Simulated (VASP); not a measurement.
# CdSe (F-43m) in VASP: a series of runs, part 2 of 2

VASP 6.6.1. The steps go on from the part before.

**4. Single point, PBE**

INCAR reads:

```
PREC     = Accurate       # precision mode
ENCUT    = 520            # plane-wave cutoff, eV
EDIFF    = 1E-6           # SCF threshold, eV
ISMEAR   = 0              # smearing method
SIGMA    = 0.019000000000000003 # smearing width, eV
LREAL    = False          # projectors in reciprocal space
LASPH    = True           # aspherical terms in the spheres
NELM     = 100            # most SCF steps
ALGO     = Normal         # electronic algorithm
ISIF     = 2              # what is computed and relaxed
LWAVE    = False          # write WAVECAR
LCHARG   = True           # write CHGCAR
GGA      = PE             # functional
LELF     = True           # ELF
LVHAR    = True         
NBANDS   = 16             # bands
```

KPOINTS reads:

```
regular mesh
0
Gamma
  8 8 8
```

POSCAR reads:

```
CdSe
1.0
    0.0000000000      3.0702711986      3.0702711986
    3.0702711986      0.0000000000      3.0702711986
    3.0702711986      3.0702711986      0.0000000000
Cd Se
1 1
Direct
    0.0000000000      0.0000000000      0.0000000000
    0.2500000000      0.2500000000      0.2500000000
```

Potentials or basis: VASP PAW PBE potentials, release 64 (Cd, Se).

Command:

```
$ cat potpaw_PBE.64/Cd/POTCAR potpaw_PBE.64/Se/POTCAR > POTCAR
$ mpirun -np 1 vasp_std > vasp.out
```

OUTCAR:

```text
PREC = Accurate
   ENCUT = 520
   EDIFF = 1E-6
   ISMEAR = 0
   LREAL = False
   LASPH = True
   NELM = 100
   ISIF = 2
   GGA = PE

 ion  position               nearest neighbor table
   1  0.000  0.000  0.000-   2 2.66   2 2.66   2 2.66   2 2.66
   2  0.250  0.250  0.250-   1 2.66   1 2.66   1 2.66   1 2.66

  LATTYP: Found a face centered cubic cell.
 ALAT       =     6.1405423972

  Lattice vectors:

 A1 = (   0.0000000000,   3.0702711986,   3.0702711986)
 A2 = (   3.0702711986,   0.0000000000,   3.0702711986)
 A3 = (   3.0702711986,   3.0702711986,   0.0000000000)

Analysis of symmetry for initial positions (statically):
=====================================================================
 Subroutine PRICEL returns:
 Original cell was already a primitive cell.

 Routine SETGRP: Setting up the symmetry group for a
 face centered cubic supercell.

 Subroutine GETGRP returns: Found 24 space group operations
 (whereof 24 operations were pure point group operations)
 out of a pool of 48 trial point group operations.

The static configuration has the point symmetry T_d .

Analysis of symmetry for dynamics (positions and initial velocities):
[... 153 lines left out ...]
  ext. energy  EPLUGINS =         0.00000000
  ---------------------------------------------------
  free energy    TOTEN  =        -5.49046467 eV

  energy without entropy =       -5.49046467  energy(sigma->0) =       -5.49046467

 E-fermi :   0.8280     XC(G=0):  -8.7565

 val. band max:        0.7188440916   @ k =   0.0000   0.0000   0.0000
 cond. band min:       1.2682473657   @ k =   0.0000   0.0000   0.0000
 fundamental gap:      0.5494032742
 Fermi energy:         0.8280192068

 k-point     1 :       0.0000    0.0000    0.0000
  band No.  band energies     occupation
      1     -11.7183      2.00000
      2      -7.1233      2.00000
      3      -7.1233      2.00000
      4      -7.1233      2.00000
      5      -6.7789      2.00000
      6      -6.7789      2.00000
[... 433 lines left out ...]
      3      -6.9803      2.00000
      4      -6.7961      2.00000
      5      -6.7636      2.00000
      6      -6.4246      2.00000
[... 8 lines left out ...]
     15      12.3171      0.00000
     16      13.2545      0.00000

 [... further k-points ...]
[... 5 lines left out ...]
  --------------------------------------------------------------------------------------
  -------------------------------------------------------------------------------------
  Total        0.5673509      0.5673509      0.5673509     -0.0000000      0.0000000     -0.0000000
  in kB       15.7037037     15.7037037     15.7037037     -0.0000000      0.0000000     -0.0000000
  external PRESSURE =      15.7037037 kB  Pullay stress =       0.0000000 kB

 VOLUME and BASIS-vectors are now :
 -----------------------------------------------------------------------------
  energy-cutoff  :      520.00
  volume of cell :       57.88
      direct lattice vectors                 reciprocal lattice vectors
     0.000000000  3.070271199  3.070271199    -0.162852063  0.162852063  0.162852063
     3.070271199  0.000000000  3.070271199     0.162852063 -0.162852063  0.162852063
     3.070271199  3.070271199  0.000000000     0.162852063  0.162852063 -0.162852063

 POSITION                                       TOTAL-FORCE (eV/Angst)
 -----------------------------------------------------------------------------------
      0.00000      0.00000      0.00000         0.000000      0.000000      0.000000
      1.53514      1.53514      1.53514        -0.000000     -0.000000     -0.000000
 -----------------------------------------------------------------------------------
    total drift:                               -0.000001     -0.000001     -0.000000

  FREE ENERGIE OF THE ION-ELECTRON SYSTEM (eV)
  ---------------------------------------------------
  free  energy   TOTEN  =        -5.4904646673 eV

  energy  without entropy=       -5.4904646673  energy(sigma->0) =       -5.49046467
```

stdout:

```text
POSCAR found type information on POSCAR CdSe
 POSCAR found :  2 types and       2 ions
 scaLAPACK will be used
 LDA part: xc-table for (Slater+PW92), standard interpolation
 POSCAR, INCAR and KPOINTS ok, starting setup
 FFT: planning ... GRIDC
 FFT: planning ... GRID_SOFT
 FFT: planning ... GRID
 WAVECAR not read
 entering main loop
```

Wall time 14 s (1 thread of Intel Xeon Platinum 8488C (Sapphire Rapids), shared host); peak memory 0.18 GiB.

Results:

```
Free energy            : -5.4905 eV
Pressure               : 1.6 GPa
Band gap on the k mesh : 0.55 eV, direct
```

Levels at points of the mesh, in eV from the valence-band top:
| k point | band 6 | band 7 | band 8 | band 9 | band 10 | band 11 | band 12 | band 13 |
| --- | --- | --- | --- | --- | --- | --- | --- | --- |
| (0.00, 0.00, 0.00) | -7.50 | 0.00 | 0.00 | 0.00 | 0.55 | 5.93 | 5.93 | 5.93 |
| (0.50, 0.00, 0.00) | -7.22 | -4.22 | -0.71 | -0.71 | 2.36 | 6.44 | 6.44 | 7.34 |
| (0.50, 0.50, 0.00) | -7.16 | -3.95 | -1.76 | -1.76 | 3.19 | 3.73 | 8.98 | 10.05 |

**5. Single point, PBE**

INCAR reads:

```
SYSTEM = CdSe
  PREC = Accurate
  ENCUT = 520
  EDIFF = 1E-6
  ISMEAR = 0
  SIGMA = 0.02
  LREAL = .FALSE.
  LASPH = .TRUE.
  NELM = 100
  ALGO = Normal
  ISIF = 2
  LWAVE = .FALSE.
  LCHARG = .TRUE.
  GGA = PE
  LELF = .TRUE.
  LVHAR = .TRUE.
  NBANDS = 16
```

KPOINTS reads:

```
regular mesh
0
G
  8 8 8
  0 0 0
```

POSCAR is that of step 4.

Command:

```
$ cat potpaw_PBE.64/Cd/POTCAR potpaw_PBE.64/Se/POTCAR > POTCAR
$ mpirun -np 1 vasp_std > vasp.out
```

Run time: 16 s. Hardware: 1 thread of Intel Xeon Platinum 8488C (Sapphire Rapids), shared host; peak memory 0.18 GiB.

It converged, with:

```
Free energy            : -5.4905 eV
Pressure               : 1.6 GPa
Band gap on the k mesh : 0.55 eV, direct
```

Levels at points of the mesh, in eV from the valence-band top:
```csv
k point,band 7,band 8,band 9,band 10,band 11,band 12
"(0.00, 0.00, 0.00)",0.00,0.00,0.00,0.55,5.93,5.93
"(0.50, 0.00, 0.00)",-4.22,-0.71,-0.71,2.36,6.44,6.44
"(0.50, 0.50, 0.00)",-3.95,-1.76,-1.76,3.19,3.73,8.98
```

**6. The runs side by side**

| smearing | gap on the mesh (eV) | pressure (GPa) |
| --- | --- | --- |
| gaussian 0.016 eV | 0.55 | 1.6 |
| gaussian 0.017 eV | 0.55 | 1.6 |
| gaussian 0.019 eV | 0.55 | 1.6 |
| gaussian 0.02 eV | 0.55 | 1.6 |

Alike in all rows: task single point; level PBE; potentials or basis VASP PAW PBE potentials, release 64 (Cd, Se); no spin polarisation; cell as given; k mesh 8 × 8 × 8; cutoff (eV) 520.

On the cell as given the gap runs from 0.55 eV (PBE) to 0.55 eV (PBE).

Absolute energies hang on the potentials; compare differences alone.
